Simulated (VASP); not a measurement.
Write the native input for VASP 6.6.1 that does the following.

```yaml
Task: single point
Functional: PBEsol
Potentials_or_basis: VASP PAW PBE potentials, release 64 (Zr_sv, O)
Cutoff: 520 eV
k_mesh: 9 × 9 × 8
Occupations: gaussian, width 0.15 eV
Spin: no spin polarisation
Dipole_correction: no
Further_INCAR_settings: ALGO = Normal; EDIFF = 1e-07; NBANDS = 52
```

The structure of Zr3O lies in POSCAR:

```
Zr3O
1.0
    5.7786427719      0.0000000000      0.0000000000
   -2.8893213860      5.0044514399      0.0000000000
    0.0000000000      0.0000000000      4.8147651576
Zr O
6 2
Direct
    0.3193262124      0.0000000000      0.0000000000
    0.3193262124      0.3193262124      0.5000000000
    0.0000000000      0.3193262124      0.0000000000
    0.6806737876      0.0000000000      0.5000000000
    0.6806737876      0.6806737876      0.0000000000
    0.0000000000      0.6806737876      0.5000000000
    0.3333333333      0.6666666667      0.2500000000
    0.6666666667      0.3333333333      0.7500000000
```

This cell differs from its parent crystal: atoms shifted along a free coordinate, c/a of the conventional cell at fixed volume 0.8332.

The input as run:

INCAR

```
SYSTEM = Zr3O
ALGO = Normal
EDIFF = 1E-7
ENCUT = 520
GGA = PS
ISIF = 2
ISMEAR = 0
LASPH = .TRUE.
LCHARG = .TRUE.
LELF = .TRUE.
LREAL = .FALSE.
LVHAR = .TRUE.
LWAVE = .FALSE.
NBANDS = 52
NELM = 60
PREC = Accurate
SIGMA = 0.15
```

KPOINTS

```
k-points
0
G
  9 9 8
  0 0 0
```

Potentials or basis: VASP PAW PBE potentials, release 64 (Zr_sv, O).

Launch:

```sh
$ cat potpaw_PBE.64/Zr_sv/POTCAR potpaw_PBE.64/O/POTCAR > POTCAR
$ mpirun -np 1 vasp_std > vasp.out
```

It gave:

The pressure is -0.9 GPa, the largest force is 1.811 eV/Å and the band gap on the k mesh is zero (bands 42 and 43 overlap by 0.74 eV).

Caveat: the stress differs along the axes, from -7 to 11 GPa; the PAW data sets were made with another functional, which shifts forces and pressure a little.

Wall time 4.7 min on 1 thread of Intel(R) Xeon(R) 6975P-C (Granite Rapids), on a shared host, peak memory 0.46 GiB.
